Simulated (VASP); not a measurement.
# ZrTe3Pt (I-4m2) in VASP: single point with PBEsol

Aim: the single point of ZrTe3Pt with PBEsol.

Program: VASP 6.6.1. These are calculated values, not measurements. Logs are shortened: lines on timing, memory, paths and dates and some standing lists are left out, and cuts for length are marked.

**1. The cell of the first run**

It takes space group I-4m2 (No. 119, tetragonal). Conventional cell: a = 3.704 Å, b = 3.704 Å, c = 18.442 Å, α = 90.00°, β = 90.00°, γ = 90.00°. Within 4.0 Å of Zr (site symmetry -4m2) lie 8 Te at 3.05 Å and 4 Zr at 3.70 Å. Within 4.0 Å of Te (site symmetry 2mm) lie 4 Zr at 3.05 Å and 7 Te at 3.12 to 3.70 Å and 2 Pt at 3.57 Å. Within 3.8 Å of Te (site symmetry -4m2) lie 4 Pt at 2.62 Å and 8 Te at 3.57 to 3.70 Å. Within 3.8 Å of Pt (site symmetry -4m2) lie 8 Te at 2.62 to 3.57 Å and 4 Pt at 3.70 Å.

**2. Single point, PBEsol**

The input, INCAR:

```
SYSTEM = ZrTe3Pt
ALGO = Normal
EDIFF = 1E-6
ENCUT = 520
GGA = PS
ISIF = 2
ISMEAR = -1
LASPH = .True.
LCHARG = .True.
LELF = .True.
LREAL = .False.
LVHAR = .True.
LWAVE = .False.
NBANDS = 28
NELM = 100
PREC = Accurate
SIGMA = 0.03
```

The input, KPOINTS:

```
k-points
0
Gamma
  6 6 6
  0 0 0
```

The input, POSCAR:

```
ZrTe3Pt
1.0
   -1.8518411955      1.8518411955      9.2210275607
    1.8518411955     -1.8518411955      9.2210275607
    1.8518411955      1.8518411955     -9.2210275607
Zr Te Pt
1 3 1
Direct
    0.0000000000      0.0000000000      0.0000000000
    0.5847072928      0.5847072928      0.0000000000
    0.4152927072      0.4152927072      0.0000000000
    0.7500000000      0.2500000000      0.5000000000
    0.2500000000      0.7500000000      0.5000000000
```

Potentials or basis: VASP PAW PBE potentials, release 64 (Zr_sv, Te, Pt).

Command:

```bash
> cat potpaw_PBE.64/Zr_sv/POTCAR potpaw_PBE.64/Te/POTCAR potpaw_PBE.64/Pt/POTCAR > POTCAR
> mpirun -np 1 vasp_std > vasp.out
```

OUTCAR:

```text
SYSTEM = ZrTe3Pt
   EDIFF = 1E-6
   ENCUT = 520
   GGA = PS
   ISIF = 2
   ISMEAR = -1
   LASPH = .True.
   LREAL = .False.
   NELM = 100
   PREC = Accurate

 ion  position               nearest neighbor table
   1  0.000  0.000  0.000-   2 3.05   2 3.05   2 3.05   3 3.05   2 3.05   3 3.05   3 3.05   3 3.05

   2  0.585  0.585  0.000-   1 3.05   1 3.05   1 3.05   1 3.05   3 3.12   5 3.57   5 3.57   4 3.57
                             4 3.57
   3  0.415  0.415  0.000-   1 3.05   1 3.05   1 3.05   1 3.05   2 3.12   5 3.57   4 3.57   5 3.57
                             4 3.57
   4  0.750  0.250  0.500-   5 2.62   5 2.62   5 2.62   5 2.62   3 3.57   2 3.57   2 3.57   3 3.57

   5  0.250  0.750  0.500-   4 2.62   4 2.62   4 2.62   4 2.62   3 3.57   2 3.57   2 3.57   3 3.57

  LATTYP: Found a body centered tetragonal cell.
 ALAT       =     3.7036823910
 C/A-ratio  =     4.9793835363

  Lattice vectors:

 A1 = (  -1.8518411955,   1.8518411955,   9.2210275607)
 A2 = (   1.8518411955,  -1.8518411955,   9.2210275607)
 A3 = (   1.8518411955,   1.8518411955,  -9.2210275607)

Analysis of symmetry for initial positions (statically):
=====================================================================
 Subroutine PRICEL returns:
 Original cell was already a primitive cell.

 Routine SETGRP: Setting up the symmetry group for a
 body centered tetragonal supercell.

 Subroutine GETGRP returns: Found  8 space group operations
 (whereof  8 operations were pure point group operations)
 out of a pool of 16 trial point group operations.

The static configuration has the point symmetry D_2d.

Analysis of symmetry for dynamics (positions and initial velocities):
=====================================================================
 Subroutine PRICEL returns:
 Original cell was already a primitive cell.

 Routine SETGRP: Setting up the symmetry group for a
 body centered tetragonal supercell.

 Subroutine GETGRP returns: Found  8 space group operations
 (whereof  8 operations were pure point group operations)
 out of a pool of 16 trial point group operations.

The dynamic configuration has the point symmetry D_2d.

 Subroutine INISYM returns: Found  8 space group operations
 (whereof  8 operations are pure point group operations),
 and found     1 'primitive' translations

----------------------------------------------------------------------------------------

                                     Primitive cell

  volume of cell :     126.4873

  direct lattice vectors                    reciprocal lattice vectors
    -1.851841196  1.851841196  9.221027561     0.000000000  0.270001554  0.054223892
     1.851841196 -1.851841196  9.221027561     0.270001554  0.000000000  0.054223892
     1.851841196  1.851841196 -9.221027561     0.270001554  0.270001554  0.000000000

  length of vectors
     9.585717548  9.585717548  9.585717548     0.275392573  0.275392573  0.381839859

  position of ions in fractional coordinates (direct lattice)
     0.000000000  0.000000000  0.000000000
     0.584707293  0.584707293  0.000000000
     0.415292707  0.415292707  0.000000000
     0.750000000  0.250000000  0.500000000
     0.250000000  0.750000000  0.500000000

  ion indices of the primitive-cell ions
   primitive index   ion index
                 1           1
                 2           2
                 3           3
                 4           4
                 5           5

----------------------------------------------------------------------------------------

 KPOINTS: k-points

Automatic generation of k-mesh.
 Grid dimensions read from file:
 generate k-points for:    6    6    6

 Generating k-lattice:

  Cartesian coordinates                     Fractional coordinates (reciprocal lattice)
     0.000000000  0.045000259  0.009037315     0.166666667 -0.000000000  0.000000000
     0.045000259  0.000000000  0.009037315    -0.000000000  0.166666667  0.000000000
     0.045000259  0.045000259  0.000000000     0.000000000  0.000000000  0.166666667

  Length of vectors
     0.045898762  0.045898762  0.063639977

  Shift w.r.t. Gamma in fractional coordinates (k-lattice)
     0.000000000  0.000000000  0.000000000

 Subroutine IBZKPT returns following result:
 ===========================================

 Found     30 irreducible k-points:

 Following reciprocal coordinates:
            Coordinates               Weight
  0.000000  0.000000  0.000000      1.000000
  0.166667  0.000000  0.000000      8.000000
  0.333333  0.000000  0.000000      8.000000
  0.500000  0.000000  0.000000      4.000000
  0.166667  0.166667  0.000000      8.000000
  0.333333  0.166667  0.000000     16.000000
[... 16 lines left out ...]
 -0.333333 -0.333333  0.166667      8.000000
 -0.166667 -0.333333  0.166667      8.000000
 [... further k-points ...]
   k-points           NKPTS =     30   k-points in BZ     NKDIM =     30   number of bands    NBANDS=     28
   number of dos      NEDOS =    301   number of ions     NIONS =      5
   total plane-waves  NPLWV = 373248
   dimension x,y,z NGX =    72 NGY =   72 NGZ =   72
   dimension x,y,z NGXF=   144 NGYF=  144 NGZF=  144
   ions per type =               1   3   1
   NGX,Y,Z   is equivalent  to a cutoff of  12.49, 12.49, 12.49 a.u.
   NGXF,Y,Z  is equivalent  to a cutoff of  24.97, 24.97, 24.97 a.u.
 SYSTEM =  ZrTe3Pt
   PREC   = accura    normal or accurate (medium, high low for compatibility)
   ISTART =      0    job   : 0-new  1-cont  2-samecut
   ICHARG =      2    charge: 1-file 2-atom 10-const
   ISPIN  =      1    spin polarized calculation?
   LNONCOLLINEAR =      F non collinear calculations
   LSORBIT =      F    spin-orbit coupling
   LASPH  =      T    aspherical Exc in radial PAW
   ENCUT  =  520.0 eV  38.22 Ry    6.18 a.u.  17.82 17.82 17.82*2*pi/ulx,y,z
   NELM   =    100;   NELMIN=  2; NELMDL= -5     # of ELM steps
   EDIFF  = 0.1E-05   stopping-criterion for ELM
   LREAL  =      F    real-space projection
   EDIFFG = 0.1E-04   stopping-criterion for IOM
   NSW    =      0    number of steps for IOM
   IBRION =     -1    ionic relax: 0-MD 1-quasi-New 2-CG
   NFREE  =      0    steps in history (QN), initial steepest desc. (CG)
   ISIF   =      2    stress and relaxation
   ISYM   =      2    0-nonsym 1-usesym 2-fastsym
   POTIM  = 0.5000    time-step for ionic-motion
   TEBEG  =    0.0;   TEEND  =   0.0 temperature during run
   PSTRESS=    0.0 pullay stress
   NELECT =      40.0000    total number of electrons
   NUPDOWN=      -1.0000    fix difference up-down
   EMIN   =  10.00;   EMAX   =-10.00  energy-range for DOS
   EFERMI =   0.00;   METHOD = LEGACY
   ISMEAR =    -1;   SIGMA  =   0.03  broadening in eV -4-tet -1-fermi 0-gaus
   EFERMI_NEDOS =   21; number of points for ismear=-14 and -15
   IALGO  =     38    algorithm
   IMIX   =      4    mixing-type and parameters
     AMIX     =   0.40;   BMIX     =  1.00
     AMIX_MAG =   1.60;   BMIX_MAG =  1.00
  volume/ion in A,a.u.               =      25.30       170.72
  Fermi-wavevector in a.u.,A,eV,Ry     =   1.115354  2.107713 16.925833  1.244014
  Thomas-Fermi vector in A             =   2.251957
   LORBIT       =      0    0 simple, 1 ext, 2 COOP (PROOUT), +10 PAW based schemes
   GGA     = PS    functional components
   LHFCALC =     F    Hartree Fock is set to
   AEXX    =    0.0000 exact exchange contribution
   IVDW    =     0    specifies the selected vdW correction
   LEPSILON=     F    determine dielectric tensor
   LRPA    =     F    only Hartree local field effects (RPA)
 non-spin polarized calculation
  energy-cutoff  :      520.00
  volume of cell :      126.49
 maximum number of plane-waves:      3422
   NGX = 35   NGY = 35   NGZ = 35

 number of electron      39.9999999 magnetization

 Free energy of the ion-electron system (eV)
  ---------------------------------------------------
  ext. energy  EPLUGINS =         0.00000000
  ---------------------------------------------------
  free energy    TOTEN  =       -27.93960704 eV

  energy without entropy =      -27.92699874  energy(sigma->0) =      -27.93330289

 E-fermi :   8.2520     XC(G=0): -10.5548

 val. band max:        8.2487500285   @ k =  -0.3333   0.5000   0.3333
 cond. band min:       8.2634015441   @ k =  -0.1667  -0.3333   0.1667
 fundamental gap:      0.0146515156
 Fermi energy:         8.2520307586

 k-point     1 :       0.0000    0.0000    0.0000
  band No.  band energies     occupation
      1     -41.1639      2.00000
      2     -19.2910      2.00000
      3     -19.1471      2.00000
      4     -19.1471      2.00000
      5      -5.4198      2.00000
      6      -4.4629      2.00000
[... 20 lines left out ...]
     27      12.0778      0.00000
     28      12.3424      0.00000

 k-point     2 :       0.1667    0.0000    0.0000
  band No.  band energies     occupation
      1     -41.1619      2.00000
      2     -19.2855      2.00000
      3     -19.1869      2.00000
      4     -19.1431      2.00000
      5      -5.1423      2.00000
      6      -4.2490      2.00000
[... 20 lines left out ...]
     27      11.8599      0.00000
     28      12.5929      0.00000

 k-point     3 :       0.3333    0.0000    0.0000
  band No.  band energies     occupation
      1     -41.1577      2.00000
      2     -19.2744      2.00000
      3     -19.2653      2.00000
      4     -19.1352      2.00000
      5      -4.4343      2.00000
      6      -3.7577      2.00000
[... 20 lines left out ...]
     27      12.1903      0.00000
     28      13.0784      0.00000

 k-point     4 :       0.5000    0.0000    0.0000
  band No.  band energies     occupation
      1     -41.1557      2.00000
      2     -19.3039      2.00000
      3     -19.2689      2.00000
      4     -19.1312      2.00000
      5      -3.9214      2.00000
      6      -3.4793      2.00000
[... 578 lines left out ...]
     27      12.1014      0.00000
     28      12.9216      0.00000

 k-point    23 :      -0.3333   -0.3333    0.1667
  band No.  band energies     occupation
      1     -41.1598      2.00000
      2     -19.2802      2.00000
      3     -19.1854      2.00000
      4     -19.1781      2.00000
      5      -4.8106      2.00000
      6      -4.2698      2.00000
[... 20 lines left out ...]
     27      13.6552      0.00000
     28      13.7625      0.00000

 k-point    24 :      -0.1667   -0.3333    0.1667
  band No.  band energies     occupation
      1     -41.1619      2.00000
      2     -19.2855      2.00000
      3     -19.1869      2.00000
      4     -19.1431      2.00000
      5      -5.0904      2.00000
      6      -4.3889      2.00000
[... 20 lines left out ...]
     27      11.8922      0.00000
     28      12.6297      0.00000

 [... further k-points ...]

------------------------ aborting loop because EDIFF is reached ----------------------------------------

  FORCE on cell =-STRESS in cart. coord.  units (eV):
  Direction    XX          YY          ZZ          XY          YZ          ZX
  --------------------------------------------------------------------------------------
  -------------------------------------------------------------------------------------
  Total        0.0388632      0.0388632      0.0349887      0.0000000      0.0000000      0.0000000
  in kB        0.4922689      0.4922689      0.4431913      0.0000000      0.0000000      0.0000000
  external PRESSURE =       0.4759097 kB  Pullay stress =       0.0000000 kB

 VOLUME and BASIS-vectors are now :
 -----------------------------------------------------------------------------
  energy-cutoff  :      520.00
  volume of cell :      126.49
      direct lattice vectors                 reciprocal lattice vectors
    -1.851841196  1.851841196  9.221027561     0.000000000  0.270001554  0.054223892
     1.851841196 -1.851841196  9.221027561     0.270001554  0.000000000  0.054223892
     1.851841196  1.851841196 -9.221027561     0.270001554  0.270001554  0.000000000

 POSITION                                       TOTAL-FORCE (eV/Angst)
 -----------------------------------------------------------------------------------
      0.00000      0.00000      0.00000         0.000000      0.000000     -0.000000
      0.00000      0.00000     10.78320         0.000000      0.000000      0.020153
      0.00000      0.00000      7.65885        -0.000000     -0.000000     -0.020153
      0.00000      1.85184      4.61051         0.000000      0.000000     -0.000000
      1.85184      0.00000      4.61051         0.000000      0.000000     -0.000000
 -----------------------------------------------------------------------------------
    total drift:                                0.000000     -0.000000     -0.000000

  FREE ENERGIE OF THE ION-ELECTRON SYSTEM (eV)
  ---------------------------------------------------
  free  energy   TOTEN  =       -27.9396070446 eV

  energy  without entropy=      -27.9269987420  energy(sigma->0) =      -27.93330289
```

It took 5.7 min on 1 thread of Intel Xeon Platinum 8559C (Emerald Rapids), shared host; peak memory 0.75 GiB.

Results:

```yaml
Free_energy: -27.9396 eV
Pressure: 0.0 GPa
Largest_force: 0.020 eV/Å
Band_gap_on_the_k_mesh: zero (bands 20 and 21 overlap by 1.40 eV)
```

Forces in eV/Å, atoms in the order of the input:
```
Zr   0.000  0.000  0.000
Te   0.000  0.000  0.020
Te   0.000  0.000 -0.020
Te   0.000  0.000  0.000
Pt   0.000  0.000  0.000
```

Caveat: the PAW data sets were made with another functional, which shifts forces and pressure a little; spin-orbit coupling is left out, which moves the levels of the heavy elements.
